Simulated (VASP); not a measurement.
# Zr (Pm-3m) in VASP: a series of runs

The runs below take Zr through single point, with RPBE.

All numbers are computed with VASP 6.6.1; they aren't measurements. Logs are shortened: lines on timing, memory, paths and dates and some standing lists are left out, and cuts for length are marked.

### 1 The cell of the first run

It takes space group Pm-3m (No. 221, cubic). The conventional cell has a = 2.861 Å, b = 2.861 Å, c = 2.861 Å, α = 90.00°, β = 90.00°, γ = 90.00°. Zr (site symmetry m-3m) has 6 Zr at 2.86 Å within 3.8 Å.

### 2 Single point, RPBE (volume scaled by 0.92)

INCAR reads:

```
  PREC = Accurate
  ENCUT = 520
  EDIFF = 1E-7
  ISMEAR = -1
  SIGMA = 0.1
  LREAL = F
  LASPH = T
  NELM = 100
  ALGO = Normal
  ISIF = 2
  LWAVE = F
  LCHARG = F
  GGA = RP
  NBANDS = 12
```

KPOINTS reads:

```
Automatic mesh
0
Gamma
  12 12 12
```

POSCAR reads:

```
Zr
1.0
    2.8612459341      0.0000000000      0.0000000000
    0.0000000000      2.8612459341      0.0000000000
    0.0000000000      0.0000000000      2.8612459341
Zr
1
Direct
    0.0000000000      0.0000000000      0.0000000000
```

Potentials or basis: VASP PAW PBE potentials, release 64 (Zr_sv).

Run with:

```
$ cat potpaw_PBE.64/Zr_sv/POTCAR > POTCAR
$ mpirun -np 1 vasp_std > vasp.out
```

OUTCAR:

```text
PREC = Accurate
   ENCUT = 520
   EDIFF = 1E-7
   ISMEAR = -1
   LREAL = F
   LASPH = T
   NELM = 100
   ISIF = 2
   GGA = RP

 ion  position               nearest neighbor table
   1  0.000  0.000  0.000-

  LATTYP: Found a simple cubic cell.
 ALAT       =     2.8612459341

  Lattice vectors:

 A1 = (   2.8612459341,   0.0000000000,   0.0000000000)
 A2 = (   0.0000000000,   2.8612459341,   0.0000000000)
 A3 = (   0.0000000000,   0.0000000000,   2.8612459341)

Analysis of symmetry for initial positions (statically):
=====================================================================
 Subroutine PRICEL returns:
 Original cell was already a primitive cell.

 Routine SETGRP: Setting up the symmetry group for a
 simple cubic supercell.

 Subroutine GETGRP returns: Found 48 space group operations
 (whereof 48 operations were pure point group operations)
 out of a pool of 48 trial point group operations.

The static configuration has the point symmetry O_h .

Analysis of symmetry for dynamics (positions and initial velocities):
=====================================================================
 Subroutine PRICEL returns:
 Original cell was already a primitive cell.

 Routine SETGRP: Setting up the symmetry group for a
 simple cubic supercell.

 Subroutine GETGRP returns: Found 48 space group operations
 (whereof 48 operations were pure point group operations)
 out of a pool of 48 trial point group operations.

The dynamic configuration has the point symmetry O_h .

 Subroutine INISYM returns: Found 48 space group operations
 (whereof 48 operations are pure point group operations),
 and found     1 'primitive' translations

----------------------------------------------------------------------------------------

                                     Primitive cell

  volume of cell :      23.4242

  direct lattice vectors                    reciprocal lattice vectors
     2.861245934  0.000000000  0.000000000     0.349498094  0.000000000  0.000000000
     0.000000000  2.861245934  0.000000000     0.000000000  0.349498094  0.000000000
     0.000000000  0.000000000  2.861245934     0.000000000  0.000000000  0.349498094

  length of vectors
     2.861245934  2.861245934  2.861245934     0.349498094  0.349498094  0.349498094

  position of ions in fractional coordinates (direct lattice)
     0.000000000  0.000000000  0.000000000

  ion indices of the primitive-cell ions
   primitive index   ion index
                 1           1

----------------------------------------------------------------------------------------

 KPOINTS: Automatic mesh

Automatic generation of k-mesh.
 Grid dimensions read from file:
 generate k-points for:   12   12   12

 Generating k-lattice:

  Cartesian coordinates                     Fractional coordinates (reciprocal lattice)
     0.029124841  0.000000000  0.000000000     0.083333333  0.000000000  0.000000000
     0.000000000  0.029124841  0.000000000     0.000000000  0.083333333  0.000000000
     0.000000000  0.000000000  0.029124841     0.000000000  0.000000000  0.083333333

  Length of vectors
     0.029124841  0.029124841  0.029124841

  Shift w.r.t. Gamma in fractional coordinates (k-lattice)
     0.000000000  0.000000000  0.000000000

 Subroutine IBZKPT returns following result:
 ===========================================

 Found     84 irreducible k-points:

 Following reciprocal coordinates:
            Coordinates               Weight
  0.000000  0.000000  0.000000      1.000000
  0.083333  0.000000  0.000000      6.000000
  0.166667  0.000000  0.000000      6.000000
  0.250000  0.000000  0.000000      6.000000
  0.333333  0.000000  0.000000      6.000000
  0.416667  0.000000  0.000000      6.000000
[... 16 lines left out ...]
  0.333333  0.333333  0.000000     12.000000
  0.416667  0.333333  0.000000     24.000000
 [... further k-points ...]
   k-points           NKPTS =     84   k-points in BZ     NKDIM =     84   number of bands    NBANDS=     12
   number of dos      NEDOS =    301   number of ions     NIONS =      1
   total plane-waves  NPLWV =  13824
   dimension x,y,z NGX =    24 NGY =   24 NGZ =   24
   dimension x,y,z NGXF=    48 NGYF=   48 NGZF=   48
   ions per type =               1
   NGX,Y,Z   is equivalent  to a cutoff of  13.94, 13.94, 13.94 a.u.
   NGXF,Y,Z  is equivalent  to a cutoff of  27.89, 27.89, 27.89 a.u.
 SYSTEM =  unknown system
   PREC   = accura    normal or accurate (medium, high low for compatibility)
   ISTART =      0    job   : 0-new  1-cont  2-samecut
   ICHARG =      2    charge: 1-file 2-atom 10-const
   ISPIN  =      1    spin polarized calculation?
   LNONCOLLINEAR =      F non collinear calculations
   LSORBIT =      F    spin-orbit coupling
   LASPH  =      T    aspherical Exc in radial PAW
   ENCUT  =  520.0 eV  38.22 Ry    6.18 a.u.   5.32  5.32  5.32*2*pi/ulx,y,z
   NELM   =    100;   NELMIN=  2; NELMDL= -5     # of ELM steps
   EDIFF  = 0.1E-06   stopping-criterion for ELM
   LREAL  =      F    real-space projection
   EDIFFG = 0.1E-05   stopping-criterion for IOM
   NSW    =      0    number of steps for IOM
   IBRION =     -1    ionic relax: 0-MD 1-quasi-New 2-CG
   NFREE  =      0    steps in history (QN), initial steepest desc. (CG)
   ISIF   =      2    stress and relaxation
   ISYM   =      2    0-nonsym 1-usesym 2-fastsym
   POTIM  = 0.5000    time-step for ionic-motion
   TEBEG  =    0.0;   TEEND  =   0.0 temperature during run
   PSTRESS=    0.0 pullay stress
   NELECT =      12.0000    total number of electrons
   NUPDOWN=      -1.0000    fix difference up-down
   EMIN   =  10.00;   EMAX   =-10.00  energy-range for DOS
   EFERMI =   0.00;   METHOD = LEGACY
   ISMEAR =    -1;   SIGMA  =   0.10  broadening in eV -4-tet -1-fermi 0-gaus
   EFERMI_NEDOS =   21; number of points for ismear=-14 and -15
   IALGO  =     38    algorithm
   IMIX   =      4    mixing-type and parameters
     AMIX     =   0.40;   BMIX     =  1.00
     AMIX_MAG =   1.60;   BMIX_MAG =  1.00
  volume/ion in A,a.u.               =      23.42       158.07
  Fermi-wavevector in a.u.,A,eV,Ry     =   1.309926  2.475401 23.346316  1.715906
  Thomas-Fermi vector in A             =   2.440491
   LORBIT       =      0    0 simple, 1 ext, 2 COOP (PROOUT), +10 PAW based schemes
   GGA     = RP    functional components
   LHFCALC =     F    Hartree Fock is set to
   AEXX    =    0.0000 exact exchange contribution
   IVDW    =     0    specifies the selected vdW correction
   LEPSILON=     F    determine dielectric tensor
   LRPA    =     F    only Hartree local field effects (RPA)
 non-spin polarized calculation
  energy-cutoff  :      520.00
  volume of cell :       23.42
 maximum number of plane-waves:       648
 NGX is ok and might be reduce to    24
   NGX = 11   NGY = 11   NGZ = 11

 number of electron      11.9999999 magnetization

 Free energy of the ion-electron system (eV)
  ---------------------------------------------------
  ext. energy  EPLUGINS =         0.00000000
  ---------------------------------------------------
  free energy    TOTEN  =        -7.19004623 eV

  energy without entropy =       -7.12622739  energy(sigma->0) =       -7.15813681

 E-fermi :   8.6881     XC(G=0): -10.8816

 val. band max:        8.6815923744   @ k =   0.5000   0.2500   0.2500
 cond. band min:       8.6882044620   @ k =   0.5000   0.0833   0.0000
 fundamental gap:      0.0066120876
 Fermi energy:         8.6880674181

 k-point     1 :       0.0000    0.0000    0.0000
  band No.  band energies     occupation
      1     -39.9376      2.00000
      2     -17.2734      2.00000
      3     -17.2734      2.00000
      4     -17.2734      2.00000
      5       3.5699      2.00000
      6       6.8661      2.00000
      7       6.8661      2.00000
      8      14.5638      0.00000
      9      14.5638      0.00000
     10      14.5638      0.00000
     11      21.9385      0.00000
     12      21.9385      0.00000

 k-point     2 :       0.0833    0.0000    0.0000
  band No.  band energies     occupation
      1     -39.9263      2.00000
      2     -17.3748      2.00000
      3     -17.2648      2.00000
      4     -17.2648      2.00000
      5       3.7534      2.00000
      6       6.9186      2.00000
      7       7.0663      2.00000
      8      14.2336      0.00000
      9      14.2336      0.00000
     10      14.5857      0.00000
     11      21.0961      0.00000
     12      22.3568      0.00000

 k-point     3 :       0.1667    0.0000    0.0000
  band No.  band energies     occupation
      1     -39.8951      2.00000
      2     -17.6448      2.00000
      3     -17.2414      2.00000
      4     -17.2414      2.00000
      5       4.2471      2.00000
      6       7.0668      2.00000
      7       7.6371      1.99995
      8      13.4703      0.00000
      9      13.4704      0.00000
     10      14.6464      0.00000
     11      19.5456      0.00000
     12      23.3620      0.00000
[... 286 lines left out ...]
 k-point    23 :       0.3333    0.3333    0.0000
  band No.  band energies     occupation
      1     -39.6834      2.00000
      2     -18.2081      2.00000
      3     -18.1766      2.00000
      4     -17.0843      2.00000
      5       6.4071      2.00000
      6       7.8206      1.99966
      7      11.2826      0.00000
      8      11.7733      0.00000
      9      12.2834      0.00000
     10      12.5452      0.00000
     11      18.2528      0.00000
     12      21.1837      0.00000

 k-point    24 :       0.4167    0.3333    0.0000
  band No.  band energies     occupation
      1     -39.6522      2.00000
      2     -18.4220      2.00000
      3     -18.1563      2.00000
      4     -17.0614      2.00000
      5       6.1820      2.00000
      6       7.9743      1.99841
      7      11.6058      0.00000
      8      11.9664      0.00000
      9      12.5519      0.00000
     10      12.8629      0.00000
     11      17.7292      0.00000
     12      21.8442      0.00000

 [... further k-points ...]

------------------------ aborting loop because EDIFF is reached ----------------------------------------

  FORCE on cell =-STRESS in cart. coord.  units (eV):
  Direction    XX          YY          ZZ          XY          YZ          ZX
  --------------------------------------------------------------------------------------
  -------------------------------------------------------------------------------------
  Total        0.9267783      0.9267783      0.9267783     -0.0000000      0.0000000      0.0000000
  in kB       63.3900148     63.3900148     63.3900148     -0.0000000      0.0000000      0.0000000
  external PRESSURE =      63.3900148 kB  Pullay stress =       0.0000000 kB

 VOLUME and BASIS-vectors are now :
 -----------------------------------------------------------------------------
  energy-cutoff  :      520.00
  volume of cell :       23.42
      direct lattice vectors                 reciprocal lattice vectors
     2.861245934  0.000000000  0.000000000     0.349498094  0.000000000  0.000000000
     0.000000000  2.861245934  0.000000000     0.000000000  0.349498094  0.000000000
     0.000000000  0.000000000  2.861245934     0.000000000  0.000000000  0.349498094

 POSITION                                       TOTAL-FORCE (eV/Angst)
 -----------------------------------------------------------------------------------
      0.00000      0.00000      0.00000         0.000000      0.000000      0.000000
 -----------------------------------------------------------------------------------
    total drift:                                0.000000      0.000000      0.000000

  FREE ENERGIE OF THE ION-ELECTRON SYSTEM (eV)
  ---------------------------------------------------
  free  energy   TOTEN  =        -7.1900462348 eV

  energy  without entropy=       -7.1262273909  energy(sigma->0) =       -7.15813681
```

Wall time 12 s (1 thread of Intel Xeon Platinum 8488C (Sapphire Rapids), shared host); peak memory 0.14 GiB.

Results:

| Quantity | Value |
| --- | --- |
| Free energy | -7.1900 eV |
| Pressure | 6.3 GPa |
| Band gap on the k mesh | zero (band 6 reaches 9.79 eV, above the bottom of band 7 at 6.87 eV) |

Levels at points of the mesh, in eV from the Fermi level:
```tsv
k point	band 4	band 5	band 6	band 7	band 8	band 9
(0.00, 0.00, 0.00)	-25.96	-5.12	-1.82	-1.82	5.88	5.88
(0.50, 0.00, 0.00)	-25.83	-2.00	-0.93	0.47	2.62	2.62
(0.50, 0.50, 0.00)	-25.71	-3.26	-0.27	3.33	3.33	5.27
(0.50, 0.50, 0.50)	-26.95	-1.67	-1.67	-1.67	6.49	8.17
```

Caveat: the PAW data sets were made with another functional, which shifts forces and pressure a little.

### 3 Single point, RPBE (volume scaled by 0.96)

INCAR reads:

```
ALGO = Normal ; EDIFF = 1E-6
ENCUT = 520 ; GGA = RP
ISIF = 2 ; ISMEAR = -1
LASPH = T ; LCHARG = F
LREAL = F ; LWAVE = F
NBANDS = 12 ; NELM = 60
PREC = Accurate ; SIGMA = 0.1
```

KPOINTS reads:

```
k-points
0
Gamma
  12 12 12
```

POSCAR reads:

```
Zr
1.0
    2.9021263992      0.0000000000      0.0000000000
    0.0000000000      2.9021263992      0.0000000000
    0.0000000000      0.0000000000      2.9021263992
Zr
1
Direct
    0.0000000000      0.0000000000      0.0000000000
```

Potentials or basis: VASP PAW PBE potentials, release 64 (Zr_sv).

Run with:

```
$ cat potpaw_PBE.64/Zr_sv/POTCAR > POTCAR
$ mpirun -np 1 vasp_std > vasp.out
```

Wall time 9.4 s (1 thread of Intel Xeon Platinum 8488C (Sapphire Rapids), shared host); peak memory 0.15 GiB.

Results (log left out):

```
Free energy            : -7.2202 eV
Pressure               : 3.1 GPa
Band gap on the k mesh : zero (band 6 reaches 9.25 eV, above the bottom of band 7 at 6.52 eV)
```

Levels at points of the mesh, in eV from the Fermi level:
| k point | band 2 | band 3 | band 4 | band 5 | band 6 | band 7 | band 8 | band 9 | band 10 | band 11 |
| --- | --- | --- | --- | --- | --- | --- | --- | --- | --- | --- |
| (0.00, 0.00, 0.00) | -26.08 | -26.08 | -26.08 | -5.05 | -1.71 | -1.71 | 5.61 | 5.61 | 5.61 | 12.89 |
| (0.50, 0.00, 0.00) | -27.31 | -25.97 | -25.97 | -2.01 | -0.86 | 0.39 | 2.55 | 2.55 | 5.93 | 9.27 |
| (0.50, 0.50, 0.00) | -27.13 | -27.13 | -25.86 | -3.05 | -0.29 | 3.21 | 3.21 | 5.00 | 5.00 | 7.56 |
| (0.50, 0.50, 0.50) | -26.96 | -26.96 | -26.96 | -1.53 | -1.53 | -1.53 | 6.51 | 7.77 | 7.77 | 10.73 |

Caveat: the PAW data sets were made with another functional, which shifts forces and pressure a little.
